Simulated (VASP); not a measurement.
# SnO2 (R3m) in VASP: single point with r2SCAN

Aim: the single point of SnO2 with r2SCAN.

Program: VASP 6.6.1. These are calculated values, not measurements. Logs are shortened: lines on timing, memory, paths and dates and some standing lists are left out, and cuts for length are marked.

## (1) The cell of the first run

Symmetry: R3m, No. 160, trigonal system. The conventional cell has a = 6.419 Å, b = 6.419 Å, c = 13.065 Å, α = 90.00°, β = 90.00°, γ = 120.00°. Sn (site symmetry 3m) has 6 O at 2.04 to 2.15 Å within 2.7 Å. Sn (site symmetry m) has 6 O at 2.09 Å within 2.8 Å. Within 2.8 Å of O (site symmetry 3m) lie 3 Sn at 2.09 Å and 3 O at 2.69 Å. Within 2.7 Å of O (site symmetry m) lie 3 Sn at 2.04 to 2.09 Å and 3 O at 2.69 Å. O (site symmetry 3m) has 3 Sn at 2.09 Å and 3 O at 2.69 Å within 2.8 Å. O (site symmetry m) has 3 Sn at 2.09 to 2.15 Å and 3 O at 2.69 Å within 2.8 Å.

## (2) Single point, r2SCAN (atom 1 (Sn) moved +0.120 Å along Cartesian [0 0 1])

Input file POSCAR:

```
SnO2
1.0
    0.0000000000      3.7061740619      4.3549526356
   -3.2096408885     -1.8530870310      4.3549526356
    3.2096408885     -1.8530870310      4.3549526356
Sn O
4 8
Direct
    0.5091849449      0.5091849449      0.5091849449
    0.5000000000      0.0000000000      0.0000000000
    0.0000000000      0.0000000000      0.5000000000
    0.0000000000      0.5000000000      0.0000000000
    0.2412464623      0.2412464623      0.2412464623
    0.2412464623      0.7412464623      0.7412464623
    0.7412464623      0.7412464623      0.2412464623
    0.7412464623      0.2412464623      0.7412464623
    0.7587535377      0.7587535377      0.7587535377
    0.7587535377      0.2587535377      0.2587535377
    0.2587535377      0.2587535377      0.7587535377
    0.2587535377      0.7587535377      0.2587535377
```

Input file INCAR.step1:

```
SYSTEM = SnO2
PREC = Accurate
ENCUT = 520
ISMEAR = 0
SIGMA = 0.05
LREAL = .FALSE.
LASPH = .TRUE.
NELM = 60
NBANDS = 64
GGA = PE
ALGO = Normal
EDIFF = 1E-4
LWAVE = .TRUE.
LCHARG = .FALSE.
```

Input file INCAR.step2:

```
SYSTEM = SnO2
PREC = Accurate
ENCUT = 520
EDIFF = 1E-7
ISMEAR = 0
SIGMA = 0.05
LREAL = .FALSE.
LASPH = .TRUE.
NELM = 60
ALGO = Normal
ISIF = 2
LWAVE = .FALSE.
LCHARG = .FALSE.
METAGGA = R2SCAN
LMIXTAU = .TRUE.
NBANDS = 64
ISTART = 1
```

Input file KPOINTS:

```
regular mesh
0
G
  6 6 6
  0 0 0
```

Potentials or basis: VASP PAW PBE potentials, release 64 (Sn_d, O).

Started as:

```bash
> cat potpaw_PBE.64/Sn_d/POTCAR potpaw_PBE.64/O/POTCAR > POTCAR
> cp INCAR.step1 INCAR
> mpirun -np 1 vasp_std > vasp.out
> cp INCAR.step2 INCAR
> mpirun -np 1 vasp_std > vasp.out
```

OUTCAR:

```text
SYSTEM = SnO2
   PREC = Accurate
   ENCUT = 520
   EDIFF = 1E-7
   ISMEAR = 0
   LREAL = .FALSE.
   LASPH = .TRUE.
   NELM = 60
   ISIF = 2
   METAGGA = R2SCAN
   ISTART = 1

 ion  position               nearest neighbor table
   1  0.509  0.509  0.509-   7 2.04   8 2.04   6 2.04  11 2.15  12 2.15  10 2.15   3 3.21   4 3.21
                             3 3.21   4 3.21   2 3.21   2 3.21
   2  0.500  0.000  0.000-   7 2.09   8 2.09  11 2.09  12 2.09   5 2.09   9 2.09   3 3.21   4 3.21
                             3 3.21   4 3.21   1 3.21   1 3.21
   3  0.000  0.000  0.500-   5 2.09   6 2.09   9 2.09  10 2.09   8 2.09  12 2.09   2 3.21   2 3.21
                             4 3.21   4 3.21   1 3.21   1 3.21
   4  0.000  0.500  0.000-   5 2.09   6 2.09   9 2.09  10 2.09   7 2.09  11 2.09   2 3.21   2 3.21
                             3 3.21   3 3.21   1 3.21   1 3.21
   5  0.241  0.241  0.241-   3 2.09   4 2.09   2 2.09
   6  0.241  0.741  0.741-   1 2.04   3 2.09   4 2.09
   7  0.741  0.741  0.241-   1 2.04   2 2.09   4 2.09
   8  0.741  0.241  0.741-   1 2.04   2 2.09   3 2.09
   9  0.759  0.759  0.759-   3 2.09   4 2.09   2 2.09
  10  0.759  0.259  0.259-   3 2.09   4 2.09   1 2.15
  11  0.259  0.259  0.759-   2 2.09   4 2.09   1 2.15
  12  0.259  0.759  0.259-   2 2.09   3 2.09   1 2.15

  LATTYP: Found a trigonal (rhomboedric) cell.
 ALAT       =     5.7185084275
 COS(alpha) =     0.3699466100

  Lattice vectors:

 A1 = (   0.0000000000,   3.7061740619,   4.3549526356)
 A2 = (  -3.2096408885,  -1.8530870310,   4.3549526356)
 A3 = (   3.2096408885,  -1.8530870310,   4.3549526356)

Analysis of symmetry for initial positions (statically):
=====================================================================
 Subroutine PRICEL returns:
 Original cell was already a primitive cell.

 Routine SETGRP: Setting up the symmetry group for a
 trigonal (rhombohedral) supercell.

 Subroutine GETGRP returns: Found  6 space group operations
 (whereof  6 operations were pure point group operations)
 out of a pool of 12 trial point group operations.

The static configuration has the point symmetry C_3v.

Analysis of symmetry for dynamics (positions and initial velocities):
=====================================================================
 Subroutine PRICEL returns:
 Original cell was already a primitive cell.

 Routine SETGRP: Setting up the symmetry group for a
 trigonal (rhombohedral) supercell.

 Subroutine GETGRP returns: Found  6 space group operations
 (whereof  6 operations were pure point group operations)
 out of a pool of 12 trial point group operations.

The dynamic configuration has the point symmetry C_3v.

 Subroutine INISYM returns: Found  6 space group operations
 (whereof  6 operations are pure point group operations),
 and found     1 'primitive' translations

----------------------------------------------------------------------------------------

                                     Primitive cell

  volume of cell :     155.4129

  direct lattice vectors                    reciprocal lattice vectors
     0.000000000  3.706174062  4.354952636     0.000000000  0.179880021  0.076541208
    -3.209640889 -1.853087031  4.354952636    -0.155780667 -0.089940010  0.076541207
     3.209640889 -1.853087031  4.354952636     0.155780667 -0.089940010  0.076541207

  length of vectors
     5.718508428  5.718508428  5.718508428     0.195487540  0.195487540  0.195487540

  position of ions in fractional coordinates (direct lattice)
     0.509184945  0.509184945  0.509184945
     0.500000000  0.000000000  0.000000000
     0.000000000  0.000000000  0.500000000
     0.000000000  0.500000000  0.000000000
     0.241246462  0.241246462  0.241246462
     0.241246462  0.741246462  0.741246462
     0.741246462  0.741246462  0.241246462
     0.741246462  0.241246462  0.741246462
     0.758753538  0.758753538  0.758753538
     0.758753538  0.258753538  0.258753538
     0.258753538  0.258753538  0.758753538
     0.258753538  0.758753538  0.258753538

  ion indices of the primitive-cell ions
   primitive index   ion index
                 1           1
                 2           2
                 3           3
                 4           4
                 5           5
                 6           6
                 7           7
                 8           8
                 9           9
                10          10
                11          11
                12          12

----------------------------------------------------------------------------------------

 KPOINTS: regular mesh

Automatic generation of k-mesh.
 Grid dimensions read from file:
 generate k-points for:    6    6    6

 Generating k-lattice:

  Cartesian coordinates                     Fractional coordinates (reciprocal lattice)
     0.000000000  0.029980003  0.012756868     0.166666667  0.000000000  0.000000000
    -0.025963445 -0.014990002  0.012756868     0.000000000  0.166666667  0.000000000
     0.025963445 -0.014990002  0.012756868     0.000000000  0.000000000  0.166666667

  Length of vectors
     0.032581257  0.032581257  0.032581257

  Shift w.r.t. Gamma in fractional coordinates (k-lattice)
     0.000000000  0.000000000  0.000000000

 Subroutine IBZKPT returns following result:
 ===========================================

 Found     32 irreducible k-points:

 Following reciprocal coordinates:
            Coordinates               Weight
  0.000000  0.000000  0.000000      1.000000
  0.166667  0.000000  0.000000      6.000000
  0.333333  0.000000  0.000000      6.000000
  0.500000  0.000000  0.000000      3.000000
  0.166667  0.166667 -0.000000      6.000000
  0.333333  0.166667  0.000000     12.000000
[... 16 lines left out ...]
  0.500000  0.500000  0.166667      6.000000
 -0.333333  0.500000  0.166667     12.000000
 [... further k-points ...]
   k-points           NKPTS =     32   k-points in BZ     NKDIM =     32   number of bands    NBANDS=     64
   number of dos      NEDOS =    301   number of ions     NIONS =     12
   total plane-waves  NPLWV = 110592
   dimension x,y,z NGX =    48 NGY =   48 NGZ =   48
   dimension x,y,z NGXF=    96 NGYF=   96 NGZF=   96
   ions per type =               4   8
   NGX,Y,Z   is equivalent  to a cutoff of  13.95, 13.95, 13.95 a.u.
   NGXF,Y,Z  is equivalent  to a cutoff of  27.91, 27.91, 27.91 a.u.
 SYSTEM =  SnO2
   PREC   = accura    normal or accurate (medium, high low for compatibility)
   ISTART =      1    job   : 0-new  1-cont  2-samecut
   ICHARG =      0    charge: 1-file 2-atom 10-const
   ISPIN  =      1    spin polarized calculation?
   LNONCOLLINEAR =      F non collinear calculations
   LSORBIT =      F    spin-orbit coupling
   LASPH  =      T    aspherical Exc in radial PAW
   ENCUT  =  520.0 eV  38.22 Ry    6.18 a.u.  10.63 10.63 10.63*2*pi/ulx,y,z
   NELM   =     60;   NELMIN=  2; NELMDL=  0     # of ELM steps
   EDIFF  = 0.1E-06   stopping-criterion for ELM
   LREAL  =      F    real-space projection
   EDIFFG = 0.1E-05   stopping-criterion for IOM
   NSW    =      0    number of steps for IOM
   IBRION =     -1    ionic relax: 0-MD 1-quasi-New 2-CG
   NFREE  =      0    steps in history (QN), initial steepest desc. (CG)
   ISIF   =      2    stress and relaxation
   ISYM   =      2    0-nonsym 1-usesym 2-fastsym
   POTIM  = 0.5000    time-step for ionic-motion
   TEBEG  =    0.0;   TEEND  =   0.0 temperature during run
   PSTRESS=    0.0 pullay stress
   NELECT =     104.0000    total number of electrons
   NUPDOWN=      -1.0000    fix difference up-down
   EMIN   =  10.00;   EMAX   =-10.00  energy-range for DOS
   EFERMI =   0.00;   METHOD = LEGACY
   ISMEAR =     0;   SIGMA  =   0.05  broadening in eV -4-tet -1-fermi 0-gaus
   EFERMI_NEDOS =   21; number of points for ismear=-14 and -15
   IALGO  =     38    algorithm
   IMIX   =      4    mixing-type and parameters
     AMIX     =   0.40;   BMIX     =  1.00
     AMIX_MAG =   1.60;   BMIX_MAG =  1.00
  volume/ion in A,a.u.               =      12.95        87.40
  Fermi-wavevector in a.u.,A,eV,Ry     =   1.431936  2.705967 27.897942  2.050441
  Thomas-Fermi vector in A             =   2.551618
   LORBIT       =      0    0 simple, 1 ext, 2 COOP (PROOUT), +10 PAW based schemes
   METAGGA = R2SCAN    functional components
   LHFCALC =     F    Hartree Fock is set to
   AEXX    =    0.0000 exact exchange contribution
   IVDW    =     0    specifies the selected vdW correction
   LEPSILON=     F    determine dielectric tensor
   LRPA    =     F    only Hartree local field effects (RPA)
 non-spin polarized calculation
 Gauss-broadening in eV      SIGMA  =   0.05
  energy-cutoff  :      520.00
  volume of cell :      155.41
 maximum number of plane-waves:      4210
 NGX is ok and might be reduce to    48
   NGX = 21   NGY = 21   NGZ = 21

 number of electron     104.0000001 magnetization

 Free energy of the ion-electron system (eV)
  ---------------------------------------------------
  ext. energy  EPLUGINS =         0.00000000
  ---------------------------------------------------
  free energy    TOTEN  =      -166.61488964 eV

  energy without entropy =     -166.61488964  energy(sigma->0) =     -166.61488964

 E-fermi :   4.6624     XC(G=0): -11.4547

 val. band max:        4.4620588189   @ k =   0.0000   0.0000   0.0000
 cond. band min:       6.7687561873   @ k =   0.0000   0.0000   0.0000
 fundamental gap:      2.3066973684
 Fermi energy:         4.6624098246

 k-point     1 :       0.0000    0.0000    0.0000
  band No.  band energies     occupation
      1     -17.1289      2.00000
      2     -17.1289      2.00000
      3     -17.1176      2.00000
      4     -16.4563      2.00000
      5     -16.0694      2.00000
      6     -16.0694      2.00000
[... 1597 lines left out ...]
     63      15.0390      0.00000
     64      15.1999      0.00000

 [... further k-points ...]

------------------------ aborting loop because EDIFF is reached ----------------------------------------

  FORCE on cell =-STRESS in cart. coord.  units (eV):
  Direction    XX          YY          ZZ          XY          YZ          ZX
  --------------------------------------------------------------------------------------
  -------------------------------------------------------------------------------------
  Total        1.7653993      1.7653993      0.2906650      0.0000000     -0.0000000      0.0000000
  in kB       18.1997991     18.1997991      2.9965141      0.0000000     -0.0000000      0.0000000
  external PRESSURE =      13.1320374 kB  Pullay stress =       0.0000000 kB

 VOLUME and BASIS-vectors are now :
 -----------------------------------------------------------------------------
  energy-cutoff  :      520.00
  volume of cell :      155.41
      direct lattice vectors                 reciprocal lattice vectors
     0.000000000  3.706174062  4.354952636     0.000000000  0.179880021  0.076541208
    -3.209640889 -1.853087031  4.354952636    -0.155780667 -0.089940010  0.076541207
     3.209640889 -1.853087031  4.354952636     0.155780667 -0.089940010  0.076541207

 POSITION                                       TOTAL-FORCE (eV/Angst)
 -----------------------------------------------------------------------------------
      0.00000     -0.00000      6.65243         0.000000      0.000000     -1.438773
      0.00000      1.85309      2.17748         0.000000     -0.423695     -0.260603
      1.60482     -0.92654      2.17748        -0.366931      0.211847     -0.260603
     -1.60482     -0.92654      2.17748         0.366931      0.211847     -0.260603
      0.00000     -0.00000      3.15185         0.000000     -0.000000      0.155974
      0.00000     -1.85309      7.50680         0.000000     -0.390421      0.449314
     -1.60482      0.92654      7.50680        -0.338114      0.195210      0.449314
      1.60482      0.92654      7.50680         0.338114      0.195210      0.449314
      0.00000     -0.00000      9.91301         0.000000      0.000000     -0.046702
      0.00000      1.85309      5.55805         0.000000     -0.261174      0.254455
      1.60482     -0.92654      5.55805        -0.226184      0.130587      0.254455
     -1.60482     -0.92654      5.55805         0.226184      0.130587      0.254455
 -----------------------------------------------------------------------------------
    total drift:                               -0.000000      0.000000     -0.000796

  FREE ENERGIE OF THE ION-ELECTRON SYSTEM (eV)
  ---------------------------------------------------
  free  energy   TOTEN  =      -166.6148896401 eV

  energy  without entropy=     -166.6148896401  energy(sigma->0) =     -166.61488964
```

Run time: 13 min. Hardware: 1 thread of Intel Xeon 6975P-C (Granite Rapids), shared host; peak memory 0.49 GiB.

What came out:

* Free energy: -166.6149 eV
* Pressure: 1.3 GPa
* Largest force: 1.439 eV/Å
* Band gap on the k mesh: 2.31 eV

Forces in eV/Å, atoms in the order of the input:
```
Sn   0.000  0.000 -1.439
Sn   0.000 -0.424 -0.261
Sn  -0.367  0.212 -0.261
Sn   0.367  0.212 -0.261
O    0.000  0.000  0.156
O    0.000 -0.390  0.449
O   -0.338  0.195  0.449
O    0.338  0.195  0.449
O    0.000  0.000 -0.047
O    0.000 -0.261  0.254
O   -0.226  0.131  0.254
O    0.226  0.131  0.254
```

Stress tensor (GPa, compression positive):
```
1.82 0.00 0.00
0.00 1.82 0.00
0.00 0.00 0.30
```

Caveat: the cell differs from its parent crystal (atom 1 (Sn) moved +0.120 Å along Cartesian [0 0 1]); the PAW data sets were made with another functional, which shifts forces and pressure a little; spin-orbit coupling is left out, which moves the levels of the heavy elements.
